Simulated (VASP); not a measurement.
# GaAs (F-43m) in VASP: notebook

Runs on GaAs. Level: PBEsol. Tasks: vibrations by perturbation theory.

Everything below comes from runs of VASP 6.6.1. Logs are shortened: lines on timing, memory, paths and dates and some standing lists are left out, and cuts for length are marked.

### Step 1. The cell of the first run

The structure is cubic, space group F-43m (No. 216). Conventional cell: a = 5.630 Å, b = 5.630 Å, c = 5.630 Å, α = 90.00°, β = 90.00°, γ = 90.00°. Ga (site symmetry -43m) has 4 As at 2.44 Å within 3.2 Å. Within 3.2 Å of As (site symmetry -43m) lie 4 Ga at 2.44 Å.

### Step 2. Vibrations by perturbation theory, PBEsol (volume scaled by 0.985)

INCAR reads:

```
SYSTEM = GaAs
PREC = Accurate
ENCUT = 520
EDIFF = 1E-8
ISMEAR = 0
SIGMA = 0.01
LREAL = .FALSE.
LASPH = .TRUE.
NELM = 100
ALGO = Normal
ISIF = 2
LWAVE = .FALSE.
LCHARG = .FALSE.
GGA = PS
NBANDS = 16
IBRION = 8
NSW = 1
```

KPOINTS reads:

```
Automatic mesh
0
G
  8 8 8
  0 0 0
```

POSCAR reads:

```
GaAs
1.0
    0.0000000000      2.8149830210      2.8149830210
    2.8149830210      0.0000000000      2.8149830210
    2.8149830210      2.8149830210      0.0000000000
Ga As
1 1
Direct
    0.0000000000      0.0000000000      0.0000000000
    0.7500000000      0.7500000000      0.7500000000
```

Potentials or basis: VASP PAW PBE potentials, release 64 (Ga_d, As).

The run is started by

```
$ cat potpaw_PBE.64/Ga_d/POTCAR potpaw_PBE.64/As/POTCAR > POTCAR
$ mpirun -np 1 vasp_std > vasp.out
```

OUTCAR:

```text
SYSTEM = GaAs
   PREC = Accurate
   ENCUT = 520
   EDIFF = 1E-8
   ISMEAR = 0
   LREAL = .FALSE.
   LASPH = .TRUE.
   NELM = 100
   ISIF = 2
   GGA = PS
   IBRION = 8
   NSW = 1

 ion  position               nearest neighbor table
   1  0.000  0.000  0.000-   2 2.44   2 2.44   2 2.44   2 2.44
   2  0.750  0.750  0.750-   1 2.44   1 2.44   1 2.44   1 2.44

  LATTYP: Found a face centered cubic cell.
 ALAT       =     5.6299660420

  Lattice vectors:

 A1 = (   0.0000000000,   2.8149830210,   2.8149830210)
 A2 = (   2.8149830210,   0.0000000000,   2.8149830210)
 A3 = (   2.8149830210,   2.8149830210,   0.0000000000)

Analysis of symmetry for initial positions (statically):
=====================================================================
 Subroutine PRICEL returns:
 Original cell was already a primitive cell.

 Routine SETGRP: Setting up the symmetry group for a
 face centered cubic supercell.

 Subroutine GETGRP returns: Found 24 space group operations
 (whereof 24 operations were pure point group operations)
 out of a pool of 48 trial point group operations.

The static configuration has the point symmetry T_d .

Analysis of symmetry for dynamics (positions and initial velocities):
=====================================================================
 Subroutine PRICEL returns:
 Original cell was already a primitive cell.

 Routine SETGRP: Setting up the symmetry group for a
 face centered cubic supercell.

 Subroutine GETGRP returns: Found 24 space group operations
 (whereof 24 operations were pure point group operations)
 out of a pool of 48 trial point group operations.

The dynamic configuration has the point symmetry T_d .

 Subroutine INISYM returns: Found 24 space group operations
 (whereof 24 operations are pure point group operations),
 and found     1 'primitive' translations

----------------------------------------------------------------------------------------

[... 617 lines left out ...]

 VOLUME and BASIS-vectors are now :
 -----------------------------------------------------------------------------
  energy-cutoff  :      520.00
  volume of cell :       44.61
      direct lattice vectors                 reciprocal lattice vectors
     0.000000000  2.814983021  2.814983021    -0.177620965  0.177620965  0.177620965
     2.814983021  0.000000000  2.814983021     0.177620965 -0.177620965  0.177620965
     2.814983021  2.814983021  0.000000000     0.177620965  0.177620965 -0.177620965

 POSITION                                       TOTAL-FORCE (eV/Angst)
 -----------------------------------------------------------------------------------
      0.00000      0.00000      0.00000         0.000000      0.000000      0.000000
      4.22247      4.22247      4.22247        -0.000000     -0.000000     -0.000000
 -----------------------------------------------------------------------------------
    total drift:                                0.000000      0.000000     -0.000000

  FREE ENERGIE OF THE ION-ELECTRON SYSTEM (eV)
  ---------------------------------------------------
  free  energy   TOTEN  =        -9.0844315907 eV

  energy  without entropy=       -9.0844315907  energy(sigma->0) =       -9.08443159

[... ionic steps 2 to 3 ...]

--------------------------------------- Ionic step        4  -------------------------------------------

------------------------ aborting loop because EDIFF is reached ----------------------------------------

[... ionic steps 5 to 6 ...]

--------------------------------------- Ionic step        7  -------------------------------------------

 Free energy of the ion-electron system (eV)
  ---------------------------------------------------
  ---------------------------------------------------
  free energy    TOTEN  =        -0.04368590 eV

  energy without entropy =       -0.04368590

------------------------ aborting loop because EDIFF is reached ----------------------------------------

 INTERNAL STRAIN TENSOR  FOR ION    2  DIRECTION 1   (eV/Angst):
 -----------------------------------------------------------------------------
    -0.00745  0.00000  0.00000
     0.00000  0.00555  7.51204
     0.00000  7.51204  0.00555

 INTERNAL STRAIN TENSOR FOR ION    2 for displacements in x,y,z  (eV/Angst):
          X           Y           Z          XY          YZ          ZX
  --------------------------------------------------------------------------------
  x     0.00000     0.00000     0.00000     0.00000     7.51204     0.00000
  y     0.00000     0.00000     0.00000     0.00000     0.00000     7.51204
  z     0.00000     0.00000     0.00000     7.51204     0.00000     0.00000

 SECOND DERIVATIVES (NOT SYMMETRIZED)
 ------------------------------------
               1X          1Y          1Z          2X          2Y          2Z
  1X    -9.606478    0.000000    0.000000    9.606478    0.000000    0.000000
  1Y     0.000000   -9.606478    0.000000    0.000000    9.606478    0.000000
  1Z     0.000000    0.000000   -9.606478    0.000000    0.000000    9.606478
  2X     9.579101    0.000000    0.000000   -9.579101    0.000000    0.000000
  2Y     0.000000    9.579101    0.000000    0.000000   -9.579101    0.000000
  2Z     0.000000    0.000000    9.579101    0.000000    0.000000   -9.579101

 Eigenvectors and eigenvalues of the dynamical matrix
 ----------------------------------------------------

   1 f  =    8.057372 THz    50.625963 2PiTHz  268.765007 cm-1    33.322599 meV
             X         Y         Z           dx          dy          dz
      0.000000  0.000000  0.000000     0.720197   -0.000000    0.000000
      4.222475  4.222475  4.222475    -0.693769    0.000000    0.000000
[... 21 lines left out ...]
   6 f/i=    0.005745 THz     0.036096 2PiTHz    0.191625 cm-1     0.023759 meV
             X         Y         Z           dx          dy          dz
      0.000000  0.000000  0.000000     0.446052   -0.322940   -0.421976
      4.222475  4.222475  4.222475     0.463043   -0.335241   -0.438050

--------------------------------------------------------------------------------------------------------

 ELASTIC MODULI CONTR FROM IONIC RELAXATION (kBar)
 Direction    XX          YY          ZZ          XY          YZ          ZX
 --------------------------------------------------------------------------------
 XX          -0.0000      0.0000      0.0000     -0.0000      0.0000     -0.0000
 YY           0.0000     -0.0000     -0.0000     -0.0000     -0.0000     -0.0000
 ZZ           0.0000     -0.0000     -0.0000     -0.0000     -0.0000     -0.0000
 XY          -0.0000     -0.0000     -0.0000   -209.2651      0.0000      0.0000
 YZ           0.0000     -0.0000     -0.0000      0.0000   -209.2651      0.0000
 ZX          -0.0000     -0.0000     -0.0000      0.0000      0.0000   -209.2651
 --------------------------------------------------------------------------------
```

OSZICAR:

```text
N       E                     dE             d eps       ncg     rms          rms(c)
DAV:   1     0.844198886429E+02    0.84420E+02   -0.90064E+03   928   0.157E+03
DAV:   2    -0.234793146289E+01   -0.86768E+02   -0.82638E+02  1048   0.316E+02
DAV:   3    -0.918338231978E+01   -0.68355E+01   -0.68062E+01  1144   0.679E+01
DAV:   4    -0.928716112036E+01   -0.10378E+00   -0.10376E+00  1112   0.919E+00
[... 42 lines left out ...]
RMM:   7    -0.436866690445E-01    0.76707E-06    0.11271E-07  6260   0.160E-03    0.232E-04
RMM:   8    -0.436860392011E-01    0.62984E-06   -0.53402E-09  6076   0.636E-04    0.407E-05
RMM:   9    -0.436859892048E-01    0.49996E-07   -0.51818E-08  6188   0.226E-04    0.101E-05
RMM:  10    -0.436859068778E-01    0.82327E-07   -0.59855E-09  6217   0.877E-05    0.412E-06
RMM:  11    -0.436859044491E-01    0.24287E-08    0.42026E-10  6160   0.342E-05    0.140E-06
 Linear response finished
```

stdout:

```text
POSCAR found type information on POSCAR GaAs
 POSCAR found :  2 types and       2 ions
 scaLAPACK will be used
 -----------------------------------------------------------------------------
|                                                                             |
|                                                                             |
|     You enforced a specific xc type in the INCAR file but a different       |
|     I HOPE YOU KNOW WHAT YOU ARE DOING!                                     |
|                                                                             |
 -----------------------------------------------------------------------------

 LDA part: xc-table for (Slater+PW92), standard interpolation
 POSCAR, INCAR and KPOINTS ok, starting setup
 FFT: planning ... GRIDC
 FFT: planning ... GRID_SOFT
 FFT: planning ... GRID
 WAVECAR not read
 entering main loop
 Linear response reoptimize wavefunctions to high precision
 Linear response DOF=           2
 Linear response progress:
 first order change of Fermi-energy   0.34028E-03
 force on displaced ion       1 direction 1 :  -9.606  -0.000  -0.000
 Linear response progress:
 first order change of Fermi-energy  -0.20581E-03
 force on displaced ion       2 direction 1 :  -9.579   0.000   0.000
 Linear response finished
```

Run time: 3.3 min. Hardware: 1 thread of Intel Xeon Platinum 8375C at 2.90GHz (Ice Lake), shared host; peak memory 0.3 GiB.

What came out:

```yaml
Highest_phonon_frequency_at_Γ_LO-TO_splitting_left_out: 269 cm⁻¹
```

Phonon frequencies in cm⁻¹ (negative: imaginary):
| q point | frequencies |
| --- | --- |
| (0.000, 0.000, 0.000) | 0 0 0 269 269 269 |

Caveat: the cell differs from its parent crystal (volume scaled by 0.985); the cell wasn't relaxed at this level first, which shifts response properties; the PAW data sets were made with another functional, which shifts forces and pressure a little.

### Step 3. Vibrations by perturbation theory, PBEsol

This run uses another cell than the first one, of 22.65 Å³/atom, 1.015 times its volume.

INCAR reads:

```
ALGO     = Normal         # electronic algorithm
EDIFF    = 1E-8           # SCF threshold, eV
ENCUT    = 520            # plane-wave cutoff, eV
GGA      = PS             # functional
IBRION   = 8              # ionic algorithm
ISIF     = 2              # what is computed and relaxed
ISMEAR   = 0              # smearing method
LASPH    = T              # aspherical terms in the spheres
LCHARG   = F              # write CHGCAR
LREAL    = F              # projectors in reciprocal space
LWAVE    = F              # write WAVECAR
NELM     = 100            # most SCF steps
NSW      = 1              # ionic steps
PREC     = Accurate       # precision mode
SIGMA    = 0.01           # smearing width, eV
```

KPOINTS reads:

```
k-points
0
Gamma
  8 8 8
```

POSCAR reads:

```
GaAs
1.0
    0.0000000000      2.8292003482      2.8292003482
    2.8292003482      0.0000000000      2.8292003482
    2.8292003482      2.8292003482      0.0000000000
Ga As
1 1
Direct
    0.0000000000      0.0000000000      0.0000000000
    0.7500000000      0.7500000000      0.7500000000
```

Potentials or basis: VASP PAW PBE potentials, release 64 (Ga_d, As).

The run is started by

```
$ cat potpaw_PBE.64/Ga_d/POTCAR potpaw_PBE.64/As/POTCAR > POTCAR
$ mpirun -np 1 vasp_std > vasp.out
```

OUTCAR:

```text
EDIFF = 1E-8
   ENCUT = 520
   GGA = PS
   IBRION = 8
   ISIF = 2
   ISMEAR = 0
   LASPH = T
   LREAL = F
   NELM = 100
   NSW = 1
   PREC = Accurate

 ion  position               nearest neighbor table
   1  0.000  0.000  0.000-   2 2.45   2 2.45   2 2.45   2 2.45
   2  0.750  0.750  0.750-   1 2.45   1 2.45   1 2.45   1 2.45

  LATTYP: Found a face centered cubic cell.
 ALAT       =     5.6584006964

  Lattice vectors:

 A1 = (   0.0000000000,   2.8292003482,   2.8292003482)
 A2 = (   2.8292003482,   0.0000000000,   2.8292003482)
 A3 = (   2.8292003482,   2.8292003482,   0.0000000000)

Analysis of symmetry for initial positions (statically):
=====================================================================
 Subroutine PRICEL returns:
 Original cell was already a primitive cell.

 Routine SETGRP: Setting up the symmetry group for a
 face centered cubic supercell.

 Subroutine GETGRP returns: Found 24 space group operations
 (whereof 24 operations were pure point group operations)
 out of a pool of 48 trial point group operations.

The static configuration has the point symmetry T_d .

Analysis of symmetry for dynamics (positions and initial velocities):
=====================================================================
 Subroutine PRICEL returns:
 Original cell was already a primitive cell.

 Routine SETGRP: Setting up the symmetry group for a
 face centered cubic supercell.

 Subroutine GETGRP returns: Found 24 space group operations
 (whereof 24 operations were pure point group operations)
 out of a pool of 48 trial point group operations.

The dynamic configuration has the point symmetry T_d .

 Subroutine INISYM returns: Found 24 space group operations
 (whereof 24 operations are pure point group operations),
 and found     1 'primitive' translations

----------------------------------------------------------------------------------------

                                     Primitive cell

  volume of cell :      45.2920

  direct lattice vectors                    reciprocal lattice vectors
     0.000000000  2.829200348  2.829200348    -0.176728382  0.176728382  0.176728382
     2.829200348  0.000000000  2.829200348     0.176728382 -0.176728382  0.176728382
     2.829200348  2.829200348  0.000000000     0.176728382  0.176728382 -0.176728382

  length of vectors
     4.001093503  4.001093503  4.001093503     0.306102537  0.306102537  0.306102537

  position of ions in fractional coordinates (direct lattice)
     0.000000000  0.000000000  0.000000000
     0.750000000  0.750000000  0.750000000

  ion indices of the primitive-cell ions
   primitive index   ion index
                 1           1
[... 140 lines left out ...]
      8       3.7825      2.00000
      9       3.7825      2.00000
     10       4.2194      0.00000
     11       7.4711      0.00000
     12       7.4711      0.00000
     13       7.4711      0.00000
[... 354 lines left out ...]
  band No.  band energies     occupation
      1     -11.0785      2.00000
      2     -10.9648      2.00000
      3     -10.9571      2.00000
      4     -10.9146      2.00000
      5     -10.9067      2.00000
      6      -6.8385      2.00000
      7      -2.7278      2.00000
      8       0.5282      2.00000
      9       1.8322      2.00000
     10       6.7517      0.00000
     11       7.8586      0.00000
     12      10.0743      0.00000
     13      11.3871      0.00000

 [... further k-points ...]

------------------------ aborting loop because EDIFF is reached ----------------------------------------

  FORCE on cell =-STRESS in cart. coord.  units (eV):
  Direction    XX          YY          ZZ          XY          YZ          ZX
  --------------------------------------------------------------------------------------
  -------------------------------------------------------------------------------------
  Total        0.0466897      0.0466897      0.0466897     -0.0000000      0.0000000      0.0000000
  in kB        1.6516234      1.6516234      1.6516234     -0.0000000      0.0000000      0.0000000
  external PRESSURE =       1.6516234 kB  Pullay stress =       0.0000000 kB

 VOLUME and BASIS-vectors are now :
 -----------------------------------------------------------------------------
  energy-cutoff  :      520.00
  volume of cell :       45.29
      direct lattice vectors                 reciprocal lattice vectors
     0.000000000  2.829200348  2.829200348    -0.176728382  0.176728382  0.176728382
     2.829200348  0.000000000  2.829200348     0.176728382 -0.176728382  0.176728382
     2.829200348  2.829200348  0.000000000     0.176728382  0.176728382 -0.176728382

 POSITION                                       TOTAL-FORCE (eV/Angst)
 -----------------------------------------------------------------------------------
      0.00000      0.00000      0.00000         0.000000      0.000000      0.000000
      4.24380      4.24380      4.24380        -0.000000     -0.000000     -0.000000
 -----------------------------------------------------------------------------------
    total drift:                               -0.000000     -0.000000     -0.000000

  FREE ENERGIE OF THE ION-ELECTRON SYSTEM (eV)
  ---------------------------------------------------
  free  energy   TOTEN  =        -9.0874427114 eV

  energy  without entropy=       -9.0874427114  energy(sigma->0) =       -9.08744271

[... ionic steps 2 to 3 ...]

--------------------------------------- Ionic step        4  -------------------------------------------

------------------------ aborting loop because EDIFF is reached ----------------------------------------

[... ionic steps 5 to 6 ...]

--------------------------------------- Ionic step        7  -------------------------------------------

 Free energy of the ion-electron system (eV)
  ---------------------------------------------------
  ---------------------------------------------------
  free energy    TOTEN  =        -0.04368098 eV

  energy without entropy =       -0.04368098

------------------------ aborting loop because EDIFF is reached ----------------------------------------

 INTERNAL STRAIN TENSOR  FOR ION    2  DIRECTION 1   (eV/Angst):
 -----------------------------------------------------------------------------
    -0.00767  0.00000  0.00000
     0.00000  0.00579  6.94410
     0.00000  6.94410  0.00579

 INTERNAL STRAIN TENSOR FOR ION    2 for displacements in x,y,z  (eV/Angst):
          X           Y           Z          XY          YZ          ZX
  --------------------------------------------------------------------------------
  x     0.00000    -0.00000    -0.00000     0.00000     6.94410     0.00000
  y    -0.00000     0.00000    -0.00000     0.00000     0.00000     6.94410
  z    -0.00000    -0.00000     0.00000     6.94410     0.00000     0.00000

 SECOND DERIVATIVES (NOT SYMMETRIZED)
 ------------------------------------
               1X          1Y          1Z          2X          2Y          2Z
  1X    -9.174421    0.000000    0.000000    9.174421    0.000000    0.000000
  1Y     0.000000   -9.174421    0.000000    0.000000    9.174421    0.000000
  1Z     0.000000    0.000000   -9.174421    0.000000    0.000000    9.174421
  2X     9.231685    0.000000    0.000000   -9.231685    0.000000    0.000000
  2Y     0.000000    9.231685    0.000000    0.000000   -9.231685    0.000000
  2Z     0.000000    0.000000    9.231685    0.000000    0.000000   -9.231685

 Eigenvectors and eigenvalues of the dynamical matrix
 ----------------------------------------------------

   1 f  =    7.891361 THz    49.582885 2PiTHz  263.227477 cm-1    32.636033 meV
             X         Y         Z           dx          dy          dz
      0.000000  0.000000  0.000000     0.000000    0.718622    0.000000
      4.243801  4.243801  4.243801     0.000000   -0.695401    0.000000
[... 21 lines left out ...]
   6 f/i=    0.012269 THz     0.077089 2PiTHz    0.409252 cm-1     0.050741 meV
             X         Y         Z           dx          dy          dz
      0.000000  0.000000  0.000000     0.000000    0.000000   -0.695401
      4.243801  4.243801  4.243801     0.000000    0.000000   -0.718622

--------------------------------------------------------------------------------------------------------

 ELASTIC MODULI CONTR FROM IONIC RELAXATION (kBar)
 Direction    XX          YY          ZZ          XY          YZ          ZX
 --------------------------------------------------------------------------------
 XX          -0.0000      0.0000      0.0000      0.0000     -0.0000      0.0000
 YY           0.0000     -0.0000     -0.0000      0.0000      0.0000     -0.0000
 ZZ           0.0000     -0.0000     -0.0000     -0.0000      0.0000      0.0000
 XY           0.0000      0.0000     -0.0000   -183.4340     -0.0000      0.0000
 YZ          -0.0000      0.0000      0.0000     -0.0000   -183.4340     -0.0000
 ZX           0.0000     -0.0000      0.0000      0.0000     -0.0000   -183.4340
 --------------------------------------------------------------------------------
```

Run time: 3.7 min. Hardware: 1 thread of Intel Xeon Platinum 8375C at 2.90GHz (Ice Lake), shared host; peak memory 0.29 GiB.

Results:

```
Highest phonon frequency at Γ, LO-TO splitting left out : 263 cm⁻¹
```

Phonon frequencies in cm⁻¹ (negative: imaginary):
| q point | frequencies |
| --- | --- |
| (0.000, 0.000, 0.000) | 0 0 0 263 263 263 |

Caveat: the PAW data sets were made with another functional, which shifts forces and pressure a little.
